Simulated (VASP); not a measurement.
# Fe (Pm-3m) in VASP: single point with r2SCAN

Aim: the single point of Fe with r2SCAN.

Program: VASP 6.6.1. These are calculated values, not measurements. Logs are shortened: lines on timing, memory, paths and dates and some standing lists are left out, and cuts for length are marked.

## 1. The cell of the first run

It takes space group Pm-3m (No. 221, cubic). The conventional cell has a = 2.982 Å, b = 2.982 Å, c = 2.982 Å, α = 90.00°, β = 90.00°, γ = 90.00°. Within 3.9 Å of Fe (site symmetry m-3m) lie 6 Fe at 2.98 Å.

## 2. Single point, r2SCAN, collinear spin, ferromagnetic start

File POSCAR:

```
Fe
1.0
    2.9816465685      0.0000000000      0.0000000000
    0.0000000000      2.9816465685      0.0000000000
    0.0000000000      0.0000000000      2.9816465685
Fe
1
Direct
    0.0000000000      0.0000000000      0.0000000000
```

File INCAR.step1:

```
SYSTEM = Fe
ALGO = Normal
EDIFF = 1E-4
ENCUT = 520
GGA = PE
ISMEAR = 0
ISPIN = 2
LASPH = .True.
LCHARG = .False.
LMAXMIX = 4
LREAL = .False.
LWAVE = .True.
MAGMOM = 4
NBANDS = 14
NELM = 150
PREC = Accurate
SIGMA = 0.1
```

File INCAR.step2:

```
SYSTEM = Fe
ALGO = Normal
EDIFF = 1E-6
ENCUT = 520
ISIF = 2
ISMEAR = 0
ISPIN = 2
ISTART = 1
LASPH = .True.
LCHARG = .False.
LMAXMIX = 4
LMIXTAU = .True.
LORBIT = 11
LREAL = .False.
LWAVE = .False.
MAGMOM = 4
METAGGA = R2SCAN
NBANDS = 14
NELM = 150
PREC = Accurate
SIGMA = 0.1
```

File KPOINTS:

```
k-points
0
Gamma
  6 6 6
  0 0 0
```

Potentials or basis: VASP PAW PBE potentials, release 64 (Fe).

Command:

```
cat potpaw_PBE.64/Fe/POTCAR > POTCAR
cp INCAR.step1 INCAR
mpirun -np 1 vasp_std > vasp.out
cp INCAR.step2 INCAR
mpirun -np 1 vasp_std > vasp.out
```

OUTCAR:

```text
SYSTEM = Fe
   EDIFF = 1E-6
   ENCUT = 520
   ISIF = 2
   ISMEAR = 0
   ISPIN = 2
   ISTART = 1
   LASPH = .True.
   LORBIT = 11
   LREAL = .False.
   METAGGA = R2SCAN
   NELM = 150
   PREC = Accurate

 ion  position               nearest neighbor table
   1  0.000  0.000  0.000-

  LATTYP: Found a simple cubic cell.
 ALAT       =     2.9816465685

  Lattice vectors:

 A1 = (   2.9816465685,   0.0000000000,   0.0000000000)
 A2 = (   0.0000000000,   2.9816465685,   0.0000000000)
 A3 = (   0.0000000000,   0.0000000000,   2.9816465685)

Analysis of symmetry for initial positions (statically):
=====================================================================
 Subroutine PRICEL returns:
 Original cell was already a primitive cell.

 Routine SETGRP: Setting up the symmetry group for a
 simple cubic supercell.

 Subroutine GETGRP returns: Found 48 space group operations
 (whereof 48 operations were pure point group operations)
 out of a pool of 48 trial point group operations.

The static configuration has the point symmetry O_h .

Analysis of symmetry for dynamics (positions and initial velocities):
=====================================================================
 Subroutine PRICEL returns:
 Original cell was already a primitive cell.

 Routine SETGRP: Setting up the symmetry group for a
 simple cubic supercell.

 Subroutine GETGRP returns: Found 48 space group operations
 (whereof 48 operations were pure point group operations)
 out of a pool of 48 trial point group operations.

The dynamic configuration has the point symmetry O_h .

Analysis of structural, dynamic, and magnetic symmetry:
=====================================================================
 Subroutine PRICEL returns:
 Original cell was already a primitive cell.

 Routine SETGRP: Setting up the symmetry group for a
 simple cubic supercell.

 Subroutine GETGRP returns: Found 48 space group operations
 (whereof 48 operations were pure point group operations)
 out of a pool of 48 trial point group operations.

The overall configuration has the point symmetry O_h .

 Subroutine INISYM returns: Found 48 space group operations
 (whereof 48 operations are pure point group operations),
 and found     1 'primitive' translations

----------------------------------------------------------------------------------------

                                     Primitive cell

  volume of cell :      26.5075

  direct lattice vectors                    reciprocal lattice vectors
     2.981646568  0.000000000  0.000000000     0.335385156  0.000000000  0.000000000
     0.000000000  2.981646568  0.000000000     0.000000000  0.335385156  0.000000000
     0.000000000  0.000000000  2.981646568     0.000000000  0.000000000  0.335385156

  length of vectors
     2.981646568  2.981646568  2.981646568     0.335385156  0.335385156  0.335385156

  position of ions in fractional coordinates (direct lattice)
     0.000000000  0.000000000  0.000000000

  ion indices of the primitive-cell ions
   primitive index   ion index
                 1           1

----------------------------------------------------------------------------------------

 KPOINTS: k-points

Automatic generation of k-mesh.
 Grid dimensions read from file:
 generate k-points for:    6    6    6

 Generating k-lattice:

  Cartesian coordinates                     Fractional coordinates (reciprocal lattice)
     0.055897526  0.000000000  0.000000000     0.166666667  0.000000000  0.000000000
     0.000000000  0.055897526  0.000000000     0.000000000  0.166666667  0.000000000
     0.000000000  0.000000000  0.055897526     0.000000000  0.000000000  0.166666667

  Length of vectors
     0.055897526  0.055897526  0.055897526

  Shift w.r.t. Gamma in fractional coordinates (k-lattice)
     0.000000000  0.000000000  0.000000000

 Subroutine IBZKPT returns following result:
 ===========================================

 Found     20 irreducible k-points:

 Following reciprocal coordinates:
            Coordinates               Weight
  0.000000  0.000000  0.000000      1.000000
  0.166667  0.000000  0.000000      6.000000
  0.333333  0.000000  0.000000      6.000000
  0.500000  0.000000  0.000000      3.000000
  0.166667  0.166667  0.000000     12.000000
  0.333333  0.166667  0.000000     24.000000
[... 12 lines left out ...]
  0.500000  0.500000  0.333333      6.000000
  0.500000  0.500000  0.500000      1.000000
   k-points           NKPTS =     20   k-points in BZ     NKDIM =     20   number of bands    NBANDS=     14
   number of dos      NEDOS =    301   number of ions     NIONS =      1
   total plane-waves  NPLWV =  13824
   dimension x,y,z NGX =    24 NGY =   24 NGZ =   24
   dimension x,y,z NGXF=    48 NGYF=   48 NGZF=   48
   ions per type =               1
   NGX,Y,Z   is equivalent  to a cutoff of  13.38, 13.38, 13.38 a.u.
   NGXF,Y,Z  is equivalent  to a cutoff of  26.76, 26.76, 26.76 a.u.
 SYSTEM =  Fe
   PREC   = accura    normal or accurate (medium, high low for compatibility)
   ISTART =      1    job   : 0-new  1-cont  2-samecut
   ICHARG =      0    charge: 1-file 2-atom 10-const
   ISPIN  =      2    spin polarized calculation?
   LNONCOLLINEAR =      F non collinear calculations
   LSORBIT =      F    spin-orbit coupling
   LASPH  =      T    aspherical Exc in radial PAW
   ENCUT  =  520.0 eV  38.22 Ry    6.18 a.u.   5.54  5.54  5.54*2*pi/ulx,y,z
   NELM   =    150;   NELMIN=  2; NELMDL=  0     # of ELM steps
   EDIFF  = 0.1E-05   stopping-criterion for ELM
   LREAL  =      F    real-space projection
   EDIFFG = 0.1E-04   stopping-criterion for IOM
   NSW    =      0    number of steps for IOM
   IBRION =     -1    ionic relax: 0-MD 1-quasi-New 2-CG
   NFREE  =      0    steps in history (QN), initial steepest desc. (CG)
   ISIF   =      2    stress and relaxation
   ISYM   =      2    0-nonsym 1-usesym 2-fastsym
   POTIM  = 0.5000    time-step for ionic-motion
   TEBEG  =    0.0;   TEEND  =   0.0 temperature during run
   PSTRESS=    0.0 pullay stress
   NELECT =       8.0000    total number of electrons
   NUPDOWN=      -1.0000    fix difference up-down
   EMIN   =  10.00;   EMAX   =-10.00  energy-range for DOS
   EFERMI =   0.00;   METHOD = LEGACY
   ISMEAR =     0;   SIGMA  =   0.10  broadening in eV -4-tet -1-fermi 0-gaus
   EFERMI_NEDOS =   21; number of points for ismear=-14 and -15
   IALGO  =     38    algorithm
   IMIX   =      4    mixing-type and parameters
     AMIX     =   0.40;   BMIX     =  1.00
     AMIX_MAG =   1.60;   BMIX_MAG =  1.00
  volume/ion in A,a.u.               =      26.51       178.88
  Fermi-wavevector in a.u.,A,eV,Ry     =   1.098117  2.075140 16.406738  1.205861
  Thomas-Fermi vector in A             =   2.234489
   LORBIT       =     11    0 simple, 1 ext, 2 COOP (PROOUT), +10 PAW based schemes
   METAGGA = R2SCAN    functional components
   LHFCALC =     F    Hartree Fock is set to
   AEXX    =    0.0000 exact exchange contribution
   IVDW    =     0    specifies the selected vdW correction
   LEPSILON=     F    determine dielectric tensor
   LRPA    =     F    only Hartree local field effects (RPA)
 spin polarized calculation
 Gauss-broadening in eV      SIGMA  =   0.10
  energy-cutoff  :      520.00
  volume of cell :       26.51
 maximum number of plane-waves:       739
 NGX is ok and might be reduce to    24
   NGX = 11   NGY = 11   NGZ = 11

 number of electron       8.0000013 magnetization       3.1391579

 Free energy of the ion-electron system (eV)
  ---------------------------------------------------
  ext. energy  EPLUGINS =         0.00000000
  ---------------------------------------------------
  free energy    TOTEN  =       -12.31910480 eV

  energy without entropy =      -12.31101573  energy(sigma->0) =      -12.31506027

 E-fermi :   0.8519     XC(G=0):  -9.6195

 val. band max:        0.8402017311   @ k =   0.3333   0.3333   0.1667
 cond. band min:       0.8662137741   @ k =   0.5000   0.3333   0.3333
 fundamental gap:      0.0260120430
 Fermi energy:         0.8519332767

 spin component 1

 k-point     1 :       0.0000    0.0000    0.0000
  band No.  band energies     occupation
      1      -4.7390      1.00000
      2      -2.9106      1.00000
      3      -2.9105      1.00000
      4      -2.3831      1.00000
      5      -2.3831      1.00000
      6      -2.3831      1.00000
      7      12.4686      0.00000
      8      12.4686      0.00000
      9      12.4686      0.00000
     10      15.1402      0.00000
     11      15.1403      0.00000
     12      17.4719      0.00000
     13      28.5472      0.00000
     14      28.5472      0.00000

 k-point     2 :       0.1667    0.0000    0.0000
  band No.  band energies     occupation
      1      -4.2524      1.00000
      2      -2.8750      1.00000
      3      -2.7364      1.00000
      4      -2.4729      1.00000
      5      -2.4729      1.00000
      6      -2.3756      1.00000
      7       8.5140      0.00000
      8      13.0619      0.00000
      9      13.0620      0.00000
     10      15.4561      0.00000
     11      16.7714      0.00000
     12      20.8267      0.00000
     13      24.8405      0.00000
     14      25.6799      0.00000
[... 274 lines left out ...]
  band No.  band energies     occupation
      1      -3.3614      1.00000
      2      -3.1653      1.00000
      3      -3.1653      1.00000
      4      -1.6832      1.00000
      5      -1.3509      1.00000
      6       5.8564      0.00000
      7       5.8564      0.00000
      8       6.1472      0.00000
      9       9.3338      0.00000
     10      12.9664      0.00000
     11      13.3241      0.00000
     12      13.3241      0.00000
     13      14.3940      0.00000
     14      34.3332      0.00000

 k-point    20 :       0.5000    0.5000    0.5000
  band No.  band energies     occupation
      1      -3.3059      1.00000
      2      -3.3059      1.00000
      3      -3.3059      1.00000
      4      -1.3457      1.00000
      5      -1.3457      1.00000
      6       7.1112      0.00000
      7       7.1112      0.00000
      8       7.1113      0.00000
      9      10.7104      0.00000
     10      11.3161      0.00000
     11      11.3162      0.00000
     12      11.3162      0.00000
     13      11.4135      0.00000
     14      39.2724      0.00000
 Fermi energy:         0.8519332767

 spin component 2

 k-point     1 :       0.0000    0.0000    0.0000
  band No.  band energies     occupation
      1      -4.9547      1.00000
      2      -0.4495      1.00000
      3      -0.4419      1.00000
      4       3.0406      0.00000
      5       3.0428      0.00000
      6       3.0428      0.00000
      7      13.8602      0.00000
      8      13.8615      0.00000
      9      13.8616      0.00000
     10      15.7020      0.00000
     11      15.7059      0.00000
     12      17.6125      0.00000
     13      29.7368      0.00000
     14      29.7368      0.00000

 k-point     2 :       0.1667    0.0000    0.0000
  band No.  band energies     occupation
      1      -4.4276      1.00000
      2      -0.3814      1.00000
      3      -0.2905      1.00000
      4       2.8818      0.00000
      5       2.8839      0.00000
      6       3.0546      0.00000
      7       9.4337      0.00000
      8      14.5375      0.00000
      9      14.5387      0.00000
     10      15.9871      0.00000
     11      17.0470      0.00000
     12      21.7927      0.00000
     13      25.5642      0.00000
     14      27.3679      0.00000
[... 275 lines left out ...]
      1       0.9953      0.02128
      2       1.2951      0.00000
      3       1.4084      0.00000
      4       1.4085      0.00000
      5       1.9009      0.00000
      6       6.4006      0.00000
      7       6.4007      0.00000
      8       7.2200      0.00000
      9       9.7635      0.00000
     10      14.3070      0.00000
     11      14.3070      0.00000
     12      14.7509      0.00000
     13      15.3174      0.00000
     14      35.8532      0.00000

 k-point    20 :       0.5000    0.5000    0.5000
  band No.  band energies     occupation
      1       1.2015      0.00000
      2       1.2026      0.00000
      3       1.2026      0.00000
      4       1.9074      0.00000
      5       1.9174      0.00000
      6       7.5115      0.00000
      7       7.5128      0.00000
      8       7.5129      0.00000
      9      10.8130      0.00000
     10      12.4877      0.00000
     11      12.4888      0.00000
     12      12.4888      0.00000
     13      13.4073      0.00000
     14      41.3234      0.00000

------------------------ aborting loop because EDIFF is reached ----------------------------------------

  FORCE on cell =-STRESS in cart. coord.  units (eV):
  Direction    XX          YY          ZZ          XY          YZ          ZX
  --------------------------------------------------------------------------------------
  -------------------------------------------------------------------------------------
  Total       -3.0015651     -3.0015651     -3.0015651      0.0000000      0.0000000      0.0000000
  in kB     -181.4219632   -181.4219632   -181.4219632      0.0000000      0.0000000      0.0000000
  external PRESSURE =    -181.4219632 kB  Pullay stress =       0.0000000 kB

 VOLUME and BASIS-vectors are now :
 -----------------------------------------------------------------------------
  energy-cutoff  :      520.00
  volume of cell :       26.51
      direct lattice vectors                 reciprocal lattice vectors
     2.981646568  0.000000000  0.000000000     0.335385156  0.000000000  0.000000000
     0.000000000  2.981646568  0.000000000     0.000000000  0.335385156  0.000000000
     0.000000000  0.000000000  2.981646568     0.000000000  0.000000000  0.335385156

 POSITION                                       TOTAL-FORCE (eV/Angst)
 -----------------------------------------------------------------------------------
      0.00000      0.00000      0.00000         0.000000      0.000000      0.000000
 -----------------------------------------------------------------------------------
    total drift:                               -0.000000     -0.000000      0.000000

  FREE ENERGIE OF THE ION-ELECTRON SYSTEM (eV)
  ---------------------------------------------------
  free  energy   TOTEN  =       -12.3191047961 eV

  energy  without entropy=      -12.3110157344  energy(sigma->0) =      -12.31506027

 total charge

# of ion       s       p       d       tot
------------------------------------------
    1        0.356   0.170   5.982   6.508

 magnetization (x)

# of ion       s       p       d       tot
------------------------------------------
    1        0.017  -0.039   3.271   3.250
```

Run time: 38 s. Hardware: 1 thread of Intel Xeon Platinum 8259CL at 2.50GHz (Skylake/Cascade Lake), shared host; peak memory 0.16 GiB.

Results:

| Property | Result |
| --- | --- |
| Free energy | -12.3191 eV |
| Pressure | -18.1 GPa |
| Net moment | 3.14 μB per cell |
| Site moments | Fe +3.25 μB |
| Valence electrons inside the program's atomic spheres | Fe 6.51 |

Caveat: the PAW data sets were made with another functional, which shifts forces and pressure a little.
